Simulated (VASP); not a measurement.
# BAs (F-43m) in VASP: dielectric tensor with r2SCAN

Aim: the dielectric tensor of BAs with r2SCAN.

All numbers are computed with VASP 6.6.1; they aren't measurements. Logs are shortened: lines on timing, memory, paths and dates and some standing lists are left out, and cuts for length are marked.

### Step 1. The cell of the first run

It takes space group F-43m (No. 216, cubic). Conventional cell: a = 4.784 Å, b = 4.784 Å, c = 4.784 Å, α = 90.00°, β = 90.00°, γ = 90.00°. Within 2.7 Å of B (site symmetry -43m) lie 4 As at 2.07 Å. Within 2.7 Å of As (site symmetry -43m) lie 4 B at 2.07 Å.

### Step 2. Dielectric tensor, r2SCAN

Input file INCAR:

```
ALGO     = Normal         # electronic algorithm
EDIFF    = 1E-8           # SCF threshold, eV
ENCUT    = 520            # plane-wave cutoff, eV
ISIF     = 2              # what is computed and relaxed
ISMEAR   = 0              # smearing method
LASPH    = T              # aspherical terms in the spheres
LCALCEPS = T            
LCHARG   = F              # write CHGCAR
LMIXTAU  = T            
LREAL    = F              # projectors in reciprocal space
LWAVE    = F              # write WAVECAR
METAGGA  = R2SCAN         # meta-GGA
NELM     = 60             # most SCF steps
PREC     = Accurate       # precision mode
SIGMA    = 0.01           # smearing width, eV
```

Input file KPOINTS:

```
k-points
0
Gamma
  8 8 8
```

Input file POSCAR:

```
BAs
1.0
    0.0000000000      2.3918698983      2.3918698983
    2.3918698983      0.0000000000      2.3918698983
    2.3918698983      2.3918698983      0.0000000000
B As
1 1
Direct
    0.0000000000      0.0000000000      0.0000000000
    0.2500000000      0.2500000000      0.2500000000
```

Potentials or basis: VASP PAW PBE potentials, release 64 (B, As).

Command:

```bash
cat potpaw_PBE.64/B/POTCAR potpaw_PBE.64/As/POTCAR > POTCAR
mpirun -np 1 vasp_std > vasp.out
```

OUTCAR:

```text
EDIFF = 1E-8
   ENCUT = 520
   ISIF = 2
   ISMEAR = 0
   LASPH = T
   LREAL = F
   METAGGA = R2SCAN
   NELM = 60
   PREC = Accurate

 ion  position               nearest neighbor table
   1  0.000  0.000  0.000-   2 2.07   2 2.07   2 2.07   2 2.07
   2  0.250  0.250  0.250-   1 2.07   1 2.07   1 2.07   1 2.07

  LATTYP: Found a face centered cubic cell.
 ALAT       =     4.7837397966

  Lattice vectors:

 A1 = (   0.0000000000,   2.3918698983,   2.3918698983)
 A2 = (   2.3918698983,   0.0000000000,   2.3918698983)
 A3 = (   2.3918698983,   2.3918698983,   0.0000000000)

Analysis of symmetry for initial positions (statically):
=====================================================================
 Subroutine PRICEL returns:
 Original cell was already a primitive cell.

 Routine SETGRP: Setting up the symmetry group for a
 face centered cubic supercell.

 Subroutine GETGRP returns: Found 24 space group operations
 (whereof 24 operations were pure point group operations)
 out of a pool of 48 trial point group operations.

The static configuration has the point symmetry T_d .

Analysis of symmetry for dynamics (positions and initial velocities):
=====================================================================
 Subroutine PRICEL returns:
 Original cell was already a primitive cell.

 Routine SETGRP: Setting up the symmetry group for a
 face centered cubic supercell.

 Subroutine GETGRP returns: Found 24 space group operations
 (whereof 24 operations were pure point group operations)
 out of a pool of 48 trial point group operations.

The dynamic configuration has the point symmetry T_d .

 Subroutine INISYM returns: Found 24 space group operations
 (whereof 24 operations are pure point group operations),
 and found     1 'primitive' translations

----------------------------------------------------------------------------------------

                                     Primitive cell

  volume of cell :      27.3680

  direct lattice vectors                    reciprocal lattice vectors
     0.000000000  2.391869898  2.391869898    -0.209041470  0.209041470  0.209041470
     2.391869898  0.000000000  2.391869898     0.209041470 -0.209041470  0.209041470
     2.391869898  2.391869898  0.000000000     0.209041470  0.209041470 -0.209041470

  length of vectors
     3.382614850  3.382614850  3.382614850     0.362070447  0.362070447  0.362070447

  position of ions in fractional coordinates (direct lattice)
     0.000000000  0.000000000  0.000000000
     0.250000000  0.250000000  0.250000000

  ion indices of the primitive-cell ions
   primitive index   ion index
                 1           1
                 2           2

----------------------------------------------------------------------------------------

 KPOINTS: k-points

Automatic generation of k-mesh.
 Grid dimensions read from file:
 generate k-points for:    8    8    8

 Generating k-lattice:

  Cartesian coordinates                     Fractional coordinates (reciprocal lattice)
    -0.026130184  0.026130184  0.026130184     0.125000000  0.000000000  0.000000000
     0.026130184 -0.026130184  0.026130184     0.000000000  0.125000000  0.000000000
     0.026130184  0.026130184 -0.026130184     0.000000000  0.000000000  0.125000000

  Length of vectors
     0.045258806  0.045258806  0.045258806

  Shift w.r.t. Gamma in fractional coordinates (k-lattice)
     0.000000000  0.000000000  0.000000000

 Subroutine IBZKPT returns following result:
 ===========================================

 Found     29 irreducible k-points:

 Following reciprocal coordinates:
            Coordinates               Weight
  0.000000  0.000000  0.000000      1.000000
  0.125000  0.000000  0.000000      8.000000
  0.250000  0.000000  0.000000      8.000000
  0.375000  0.000000  0.000000      8.000000
  0.500000  0.000000  0.000000      4.000000
  0.125000  0.125000  0.000000      6.000000
[... 16 lines left out ...]
  0.500000  0.250000  0.125000     48.000000
 -0.375000  0.250000  0.125000     24.000000
 [... further k-points ...]
   k-points           NKPTS =     29   k-points in BZ     NKDIM =     29   number of bands    NBANDS=      8
   number of dos      NEDOS =    301   number of ions     NIONS =      2
   total plane-waves  NPLWV =  21952
   dimension x,y,z NGX =    28 NGY =   28 NGZ =   28
   dimension x,y,z NGXF=    56 NGYF=   56 NGZF=   56
   ions per type =               1   1
   NGX,Y,Z   is equivalent  to a cutoff of  13.76, 13.76, 13.76 a.u.
   NGXF,Y,Z  is equivalent  to a cutoff of  27.52, 27.52, 27.52 a.u.
 SYSTEM =  unknown system
   PREC   = accura    normal or accurate (medium, high low for compatibility)
   ISTART =      0    job   : 0-new  1-cont  2-samecut
   ICHARG =      2    charge: 1-file 2-atom 10-const
   ISPIN  =      1    spin polarized calculation?
   LNONCOLLINEAR =      F non collinear calculations
   LSORBIT =      F    spin-orbit coupling
   LASPH  =      T    aspherical Exc in radial PAW
   ENCUT  =  520.0 eV  38.22 Ry    6.18 a.u.   6.29  6.29  6.29*2*pi/ulx,y,z
   NELM   =     60;   NELMIN=  2; NELMDL= -5     # of ELM steps
   EDIFF  = 0.1E-07   stopping-criterion for ELM
   LREAL  =      F    real-space projection
   EDIFFG = 0.1E-06   stopping-criterion for IOM
   NSW    =      0    number of steps for IOM
   IBRION =     -1    ionic relax: 0-MD 1-quasi-New 2-CG
   NFREE  =      0    steps in history (QN), initial steepest desc. (CG)
   ISIF   =      2    stress and relaxation
   ISYM   =      2    0-nonsym 1-usesym 2-fastsym
   POTIM  = 0.5000    time-step for ionic-motion
   TEBEG  =    0.0;   TEEND  =   0.0 temperature during run
   PSTRESS=    0.0 pullay stress
   NELECT =       8.0000    total number of electrons
   NUPDOWN=      -1.0000    fix difference up-down
   EMIN   =  10.00;   EMAX   =-10.00  energy-range for DOS
   EFERMI =   0.00;   METHOD = LEGACY
   ISMEAR =     0;   SIGMA  =   0.01  broadening in eV -4-tet -1-fermi 0-gaus
   EFERMI_NEDOS =   21; number of points for ismear=-14 and -15
   IALGO  =     38    algorithm
   IMIX   =      4    mixing-type and parameters
     AMIX     =   0.40;   BMIX     =  1.00
     AMIX_MAG =   1.60;   BMIX_MAG =  1.00
  volume/ion in A,a.u.               =      13.68        92.34
  Fermi-wavevector in a.u.,A,eV,Ry     =   1.086486  2.053160 16.061008  1.180451
  Thomas-Fermi vector in A             =   2.222623
   LORBIT       =      0    0 simple, 1 ext, 2 COOP (PROOUT), +10 PAW based schemes
   METAGGA = R2SCAN    functional components
   LHFCALC =     F    Hartree Fock is set to
   AEXX    =    0.0000 exact exchange contribution
   IVDW    =     0    specifies the selected vdW correction
   LEPSILON=     F    determine dielectric tensor
   LRPA    =     F    only Hartree local field effects (RPA)
   LRPA       =     F
 non-spin polarized calculation
 Gauss-broadening in eV      SIGMA  =   0.01
  energy-cutoff  :      520.00
  volume of cell :       27.37
 maximum number of plane-waves:       754
 NGX is ok and might be reduce to    28
   NGX = 13   NGY = 13   NGZ = 13

 number of electron       8.0000000 magnetization

 Free energy of the ion-electron system (eV)
  ---------------------------------------------------
  ext. energy  EPLUGINS =         0.00000000
  ---------------------------------------------------
  free energy    TOTEN  =       -22.25409321 eV

  energy without entropy =      -22.25409321  energy(sigma->0) =      -22.25409321

 E-fermi :   6.0300     XC(G=0): -11.1138

 val. band max:        5.9776330983   @ k =   0.0000   0.0000   0.0000
 cond. band min:   10000.0000000000   @ k =   0.0000   0.0000   0.0000
 fundamental gap:   9994.0223669017
 Fermi energy:         6.0300186348

 k-point     1 :       0.0000    0.0000    0.0000
  band No.  band energies     occupation
      1     -10.1410      2.00000
      2       5.9772      2.00000
      3       5.9773      2.00000
      4       5.9776      2.00000
      5   10000.0000      0.00000
      6   10000.0000      0.00000
      7   10000.0000      0.00000
      8   10000.0000      0.00000
[... 243 lines left out ...]
 k-point    24 :      -0.3750    0.2500    0.1250
  band No.  band energies     occupation
      1      -6.5218      2.00000
      2      -2.7426      2.00000
      3       1.2005      2.00000
      4       2.7511      2.00000
      5   10000.0000      0.00000
      6   10000.0000      0.00000
      7   10000.0000      0.00000
      8   10000.0000      0.00000

 [... further k-points ...]

------------------------ aborting loop because EDIFF is reached ----------------------------------------

            Ionic dipole moment: p[ion]=(     5.97967     5.97967     5.97967 ) |e| Angst

 Total electronic dipole moment: p[elc]=(     0.00395     0.00395     0.01634 ) |e| Angst

 MACROSCOPIC STATIC DIELECTRIC TENSOR (including local field effects)
 ------------------------------------------------------
           9.202426     0.000000    -0.000000
          -0.000000     9.202426    -0.000000
          -0.000000     0.000000     9.202426
 ------------------------------------------------------

 PIEZOELECTRIC TENSOR (including local field effects) (e Angst)
          XX          YY          ZZ          XY          YZ          ZX
  --------------------------------------------------------------------------------
  x     0.00000     0.00000     0.00000     0.00000     0.01910     0.00000
  y    -0.00000     0.00000    -0.00000     0.00000     0.00000     0.01910
  z     0.00000     0.00000     0.00000     0.01910     0.00000     0.00000

 PIEZOELECTRIC TENSOR (including local field effects) (C/m^2)
          XX          YY          ZZ          XY          YZ          ZX
  --------------------------------------------------------------------------------
  x     0.00000     0.00000     0.00000     0.00000     0.01118     0.00000
  y    -0.00000     0.00000    -0.00000     0.00000     0.00000     0.01118
  z     0.00000     0.00000     0.00000     0.01118     0.00000     0.00000

 BORN EFFECTIVE CHARGES (including local field effects) (in |e|, cummulative output)
 ---------------------------------------------------------------------------------
 ion    1
    1    -0.39892    -0.00000    -0.00000
    2     0.00000    -0.39892    -0.00000
    3    -0.00000    -0.00000    -0.39892
 ion    2
    1     0.39892    -0.00000    -0.00000
    2     0.00000     0.39892     0.00000
    3     0.00000     0.00000     0.39892

  FORCE on cell =-STRESS in cart. coord.  units (eV):
  Direction    XX          YY          ZZ          XY          YZ          ZX
  --------------------------------------------------------------------------------------
  -------------------------------------------------------------------------------------
  Total        0.0435009      0.0435009      0.0435009     -0.0000000     -0.0000000     -0.0000000
  in kB        2.5466343      2.5466343      2.5466343     -0.0000000     -0.0000000     -0.0000000
  external PRESSURE =       2.5466343 kB  Pullay stress =       0.0000000 kB

 VOLUME and BASIS-vectors are now :
 -----------------------------------------------------------------------------
  energy-cutoff  :      520.00
  volume of cell :       27.37
      direct lattice vectors                 reciprocal lattice vectors
     0.000000000  2.391869898  2.391869898    -0.209041470  0.209041470  0.209041470
     2.391869898  0.000000000  2.391869898     0.209041470 -0.209041470  0.209041470
     2.391869898  2.391869898  0.000000000     0.209041470  0.209041470 -0.209041470

 POSITION                                       TOTAL-FORCE (eV/Angst)
 -----------------------------------------------------------------------------------
      0.00000      0.00000      0.00000         0.000000      0.000000      0.000000
      1.19593      1.19593      1.19593        -0.000000     -0.000000     -0.000000
 -----------------------------------------------------------------------------------
    total drift:                               -0.000000     -0.000000     -0.000000

  FREE ENERGIE OF THE ION-ELECTRON SYSTEM (eV)
  ---------------------------------------------------
  free  energy   TOTEN  =       -22.2540932097 eV

  energy  without entropy=      -22.2540932097  energy(sigma->0) =      -22.25409321
```

Run time: 18 min. Hardware: 1 thread of Intel Xeon 6975P-C (Granite Rapids), shared host; peak memory 0.3 GiB.

What came out:

* Band gap on the k mesh: 1.39 eV (least direct gap 3.44 eV)
* Electronic dielectric tensor (diagonal): 9.20
* Born charges (mean of the diagonal): B -0.40; As +0.40 e

Levels at points of the mesh, in eV from the valence-band top:
```
           k point  band 1  band 2  band 3  band 4  band 5  band 6  band 7  band 8
(0.00, 0.00, 0.00)  -16.12    0.00    0.00    0.00    3.44    3.44    3.44    5.10
(0.50, 0.00, 0.00)  -13.11   -9.21   -1.93   -1.93    2.95    5.05    5.05    9.57
(0.50, 0.50, 0.00)  -11.68   -9.04   -4.29   -4.29    1.62    1.70   12.12   12.12
```

Electronic dielectric tensor:
```
9.20 0.00 0.00
0.00 9.20 0.00
0.00 0.00 9.20
```

Born effective charge tensors (e):
atom 1, B
```
-0.40  0.00  0.00
 0.00 -0.40  0.00
 0.00  0.00 -0.40
```
atom 2, As
```
0.40 0.00 0.00
0.00 0.40 0.00
0.00 0.00 0.40
```

Dipole moments of the cell (e·Å, modulo the quantum): ionic 5.980, 5.980, 5.980; electronic 0.004, 0.004, 0.016

Caveat: the PAW data sets were made with another functional, which shifts forces and pressure a little. A k mesh can miss the band edges.
